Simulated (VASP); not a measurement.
# NaH (Cmmm) in VASP: further runs, part 2 of 2

VASP 6.6.1. Earlier steps stand in the parts before.

## Step 4: Single point, r2SCAN (strain +0.0225 x Voigt [0, 0, 0, 1, 0, 0])

The input, POSCAR:

```
NaH
1.0
    2.9551240000      0.0000000000      0.0000000000
    0.0000000000      2.9551240000      0.0332451450
    0.0000000000      0.0332451450      2.9551240000
Na H
1 1
Direct
    0.0000000000      0.0000000000      0.0000000000
    0.5000000000      0.5000000000      0.5000000000
```

The input, INCAR.step1:

```
SYSTEM = NaH
  PREC = Accurate
  ENCUT = 520
  ISMEAR = 0
  SIGMA = 0.05
  LREAL = .False.
  LASPH = .True.
  NELM = 100
  NBANDS = 11
  GGA = PE
  ALGO = Normal
  EDIFF = 1E-4
  LWAVE = .True.
  LCHARG = .False.
```

The input, INCAR.step2:

```
SYSTEM = NaH
  PREC = Accurate
  ENCUT = 520
  EDIFF = 1E-7
  ISMEAR = 0
  SIGMA = 0.05
  LREAL = .False.
  LASPH = .True.
  NELM = 100
  ALGO = Normal
  ISIF = 2
  LWAVE = .False.
  LCHARG = .True.
  METAGGA = R2SCAN
  LMIXTAU = .True.
  LELF = .True.
  LVHAR = .True.
  NBANDS = 11
  ISTART = 1
```

The input, KPOINTS:

```
Automatic mesh
0
Gamma
  10 10 10
  0 0 0
```

Potentials or basis: VASP PAW PBE potentials, release 64 (Na_pv, H).

On the command line:

```sh
$ cat potpaw_PBE.64/Na_pv/POTCAR potpaw_PBE.64/H/POTCAR > POTCAR
$ cp INCAR.step1 INCAR
$ mpirun -np 1 vasp_std > vasp.out
$ cp INCAR.step2 INCAR
$ mpirun -np 1 vasp_std > vasp.out
```

OUTCAR:

```text
SYSTEM = NaH
   PREC = Accurate
   ENCUT = 520
   EDIFF = 1E-7
   ISMEAR = 0
   LREAL = .False.
   LASPH = .True.
   NELM = 100
   ISIF = 2
   METAGGA = R2SCAN
   ISTART = 1

 ion  position               nearest neighbor table
   1  0.000  0.000  0.000-
   2  0.500  0.500  0.500-

  LATTYP: Found a base centered orthorhombic cell.
 ALAT       =     4.1321607044
 B/A-ratio  =     1.0227560051
 C/A-ratio  =     0.7151522439

  Lattice vectors:

 A1 = (   0.0000000000,  -0.0332451450,  -2.9551240000)
 A2 = (   0.0000000000,   2.9551240000,   0.0332451450)
 A3 = (   2.9551240000,   0.0000000000,   0.0000000000)

Analysis of symmetry for initial positions (statically):
=====================================================================
 Subroutine PRICEL returns:
 Original cell was already a primitive cell.

 Routine SETGRP: Setting up the symmetry group for a
 base centered orthorhombic supercell.

 Subroutine GETGRP returns: Found  8 space group operations
 (whereof  8 operations were pure point group operations)
 out of a pool of  8 trial point group operations.

The static configuration has the point symmetry D_2h.

Analysis of symmetry for dynamics (positions and initial velocities):
=====================================================================
 Subroutine PRICEL returns:
 Original cell was already a primitive cell.

 Routine SETGRP: Setting up the symmetry group for a
 base centered orthorhombic supercell.

 Subroutine GETGRP returns: Found  8 space group operations
 (whereof  8 operations were pure point group operations)
 out of a pool of  8 trial point group operations.

The dynamic configuration has the point symmetry D_2h.

 Subroutine INISYM returns: Found  8 space group operations
 (whereof  8 operations are pure point group operations),
 and found     1 'primitive' translations

----------------------------------------------------------------------------------------

                                     Primitive cell

  volume of cell :      25.8031

  direct lattice vectors                    reciprocal lattice vectors
     2.955124000  0.000000000  0.000000000     0.338395275  0.000000000  0.000000000
     0.000000000  2.955124000  0.033245145     0.000000000  0.338438109 -0.003807429
     0.000000000  0.033245145  2.955124000     0.000000000 -0.003807429  0.338438109

  length of vectors
     2.955124000  2.955310998  2.955310998     0.338395275  0.338459525  0.338459525

  position of ions in fractional coordinates (direct lattice)
     0.000000000  0.000000000  0.000000000
     0.500000000  0.500000000  0.500000000

  ion indices of the primitive-cell ions
   primitive index   ion index
                 1           1
                 2           2

----------------------------------------------------------------------------------------

 KPOINTS: Automatic mesh

Automatic generation of k-mesh.
 Grid dimensions read from file:
 generate k-points for:   10   10   10

 Generating k-lattice:

  Cartesian coordinates                     Fractional coordinates (reciprocal lattice)
     0.033839528  0.000000000  0.000000000     0.100000000  0.000000000  0.000000000
     0.000000000  0.033843811 -0.000380743     0.000000000  0.100000000  0.000000000
     0.000000000 -0.000380743  0.033843811     0.000000000  0.000000000  0.100000000

  Length of vectors
     0.033839528  0.033845953  0.033845953

  Shift w.r.t. Gamma in fractional coordinates (k-lattice)
     0.000000000  0.000000000  0.000000000

 Subroutine IBZKPT returns following result:
 ===========================================

 Found    186 irreducible k-points:

 Following reciprocal coordinates:
            Coordinates               Weight
  0.000000  0.000000  0.000000      1.000000
  0.100000  0.000000  0.000000      2.000000
  0.200000  0.000000  0.000000      2.000000
  0.300000  0.000000  0.000000      2.000000
  0.400000  0.000000  0.000000      2.000000
  0.500000  0.000000  0.000000      1.000000
[... 16 lines left out ...]
  0.400000  0.300000  0.000000      8.000000
  0.500000  0.300000  0.000000      4.000000
 [... further k-points ...]
   k-points           NKPTS =    186   k-points in BZ     NKDIM =    186   number of bands    NBANDS=     11
   number of dos      NEDOS =    301   number of ions     NIONS =      2
   total plane-waves  NPLWV =  13824
   dimension x,y,z NGX =    24 NGY =   24 NGZ =   24
   dimension x,y,z NGXF=    48 NGYF=   48 NGZF=   48
   ions per type =               1   1
   NGX,Y,Z   is equivalent  to a cutoff of  13.50, 13.50, 13.50 a.u.
   NGXF,Y,Z  is equivalent  to a cutoff of  27.00, 27.00, 27.00 a.u.
 SYSTEM =  NaH
   PREC   = accura    normal or accurate (medium, high low for compatibility)
   ISTART =      1    job   : 0-new  1-cont  2-samecut
   ICHARG =      0    charge: 1-file 2-atom 10-const
   ISPIN  =      1    spin polarized calculation?
   LNONCOLLINEAR =      F non collinear calculations
   LSORBIT =      F    spin-orbit coupling
   LASPH  =      T    aspherical Exc in radial PAW
   ENCUT  =  520.0 eV  38.22 Ry    6.18 a.u.   5.49  5.49  5.49*2*pi/ulx,y,z
   NELM   =    100;   NELMIN=  2; NELMDL=  0     # of ELM steps
   EDIFF  = 0.1E-06   stopping-criterion for ELM
   LREAL  =      F    real-space projection
   EDIFFG = 0.1E-05   stopping-criterion for IOM
   NSW    =      0    number of steps for IOM
   IBRION =     -1    ionic relax: 0-MD 1-quasi-New 2-CG
   NFREE  =      0    steps in history (QN), initial steepest desc. (CG)
   ISIF   =      2    stress and relaxation
   ISYM   =      2    0-nonsym 1-usesym 2-fastsym
   POTIM  = 0.5000    time-step for ionic-motion
   TEBEG  =    0.0;   TEEND  =   0.0 temperature during run
   PSTRESS=    0.0 pullay stress
   NELECT =       8.0000    total number of electrons
   NUPDOWN=      -1.0000    fix difference up-down
   EMIN   =  10.00;   EMAX   =-10.00  energy-range for DOS
   EFERMI =   0.00;   METHOD = LEGACY
   ISMEAR =     0;   SIGMA  =   0.05  broadening in eV -4-tet -1-fermi 0-gaus
   EFERMI_NEDOS =   21; number of points for ismear=-14 and -15
   IALGO  =     38    algorithm
   IMIX   =      4    mixing-type and parameters
     AMIX     =   0.40;   BMIX     =  1.00
     AMIX_MAG =   1.60;   BMIX_MAG =  1.00
  volume/ion in A,a.u.               =      12.90        87.06
  Fermi-wavevector in a.u.,A,eV,Ry     =   1.108020  2.093853 16.703974  1.227707
  Thomas-Fermi vector in A             =   2.244541
   LORBIT       =      0    0 simple, 1 ext, 2 COOP (PROOUT), +10 PAW based schemes
   METAGGA = R2SCAN    functional components
   LHFCALC =     F    Hartree Fock is set to
   AEXX    =    0.0000 exact exchange contribution
   IVDW    =     0    specifies the selected vdW correction
   LEPSILON=     F    determine dielectric tensor
   LRPA    =     F    only Hartree local field effects (RPA)
 non-spin polarized calculation
 Gauss-broadening in eV      SIGMA  =   0.05
  energy-cutoff  :      520.00
  volume of cell :       25.80
 maximum number of plane-waves:       723
 NGX is ok and might be reduce to    24
   NGX = 11   NGY = 11   NGZ = 11

 number of electron       8.0000006 magnetization

 Free energy of the ion-electron system (eV)
  ---------------------------------------------------
  ext. energy  EPLUGINS =         0.00000000
  ---------------------------------------------------
  free energy    TOTEN  =        -7.29228274 eV

  energy without entropy =       -7.29228274  energy(sigma->0) =       -7.29228274

 E-fermi :   1.2610     XC(G=0):  -8.5622

 val. band max:        1.0551112246   @ k =   0.5000   0.5000   0.5000
 cond. band min:       2.6623698577   @ k =   0.5000   0.0000   0.0000
 fundamental gap:      1.6072586331
 Fermi energy:         1.2609850468

 k-point     1 :       0.0000    0.0000    0.0000
  band No.  band energies     occupation
      1     -24.4228      2.00000
      2     -24.4205      2.00000
      3     -24.4181      2.00000
      4      -4.9005      2.00000
      5      10.7428      0.00000
      6      12.6454      0.00000
      7      12.6508      0.00000
      8      14.3446      0.00000
      9      14.3460      0.00000
     10      14.3553      0.00000
     11      27.4664      0.00000
[... 309 lines left out ...]
 k-point    24 :       0.5000    0.3000    0.0000
  band No.  band energies     occupation
      1     -24.5677      2.00000
      2     -24.5057      2.00000
      3     -24.3968      2.00000
      4      -1.4895      2.00000
      5       4.2133      0.00000
      6       7.8541      0.00000
      7      11.4683      0.00000
      8      16.1270      0.00000
      9      17.7744      0.00000
     10      20.3885      0.00000
     11      21.3126      0.00000

 [... further k-points ...]
[... 5 lines left out ...]
  --------------------------------------------------------------------------------------
  -------------------------------------------------------------------------------------
  Total       -0.1459516     -0.1376433     -0.1376433      0.0000000      0.0177573      0.0000000
  in kB       -9.0624869     -8.5466034     -8.5466034      0.0000000      1.1025905      0.0000000
  external PRESSURE =      -8.7185646 kB  Pullay stress =       0.0000000 kB

 VOLUME and BASIS-vectors are now :
 -----------------------------------------------------------------------------
  energy-cutoff  :      520.00
  volume of cell :       25.80
      direct lattice vectors                 reciprocal lattice vectors
     2.955124000  0.000000000  0.000000000     0.338395275  0.000000000  0.000000000
     0.000000000  2.955124000  0.033245145     0.000000000  0.338438109 -0.003807429
     0.000000000  0.033245145  2.955124000     0.000000000 -0.003807429  0.338438109

 POSITION                                       TOTAL-FORCE (eV/Angst)
 -----------------------------------------------------------------------------------
      0.00000      0.00000      0.00000         0.000000      0.000000      0.000000
      1.47756      1.49418      1.49418         0.000000     -0.000000      0.000000
 -----------------------------------------------------------------------------------
    total drift:                                0.000000      0.000000      0.000000

  FREE ENERGIE OF THE ION-ELECTRON SYSTEM (eV)
  ---------------------------------------------------
  free  energy   TOTEN  =        -7.2922827364 eV

  energy  without entropy=       -7.2922827364  energy(sigma->0) =       -7.29228274
```

It took 2.3 min on 1 thread of Intel Xeon Platinum 8375C at 2.90GHz (Ice Lake), shared host; peak memory 0.17 GiB.

Results:

| Item | Value |
| --- | --- |
| Free energy | -7.2923 eV |
| Pressure | -0.9 GPa |
| Band gap on the k mesh | 1.61 eV, indirect (least direct gap 5.10 eV) |

Stress tensor (GPa, compression positive):
```
-0.91  0.00  0.00
 0.00 -0.85  0.11
 0.00  0.11 -0.85
```

Caveat: the cell differs from its parent crystal (strain +0.0225 x Voigt [0, 0, 0, 1, 0, 0]); the PAW data sets were made with another functional, which shifts forces and pressure a little.

## Step 5: Overview

```tsv
cell	gap on the mesh (eV)	pressure (GPa)
a = 2.955 Å, angles 89.1, 90.0, 90.0°, 2 atoms	1.61	-0.9
a = 2.955 Å, angles 87.9, 90.0, 90.0°, 2 atoms	1.61	-0.8
a = 2.955 Å, angles 88.7, 90.0, 90.0°, 2 atoms	1.61	-0.9
```

Alike in all rows: task single point; level r2SCAN; potentials or basis VASP PAW PBE potentials, release 64 (Na_pv, H); no spin polarisation; k mesh 10 × 10 × 10; cutoff (eV) 520; smearing gaussian 0.05 eV.

Caveats: the PAW data sets were made with another functional, which shifts forces and pressure a little.

Total energies depend on the potentials used, so only differences within one code and one set of settings carry meaning.
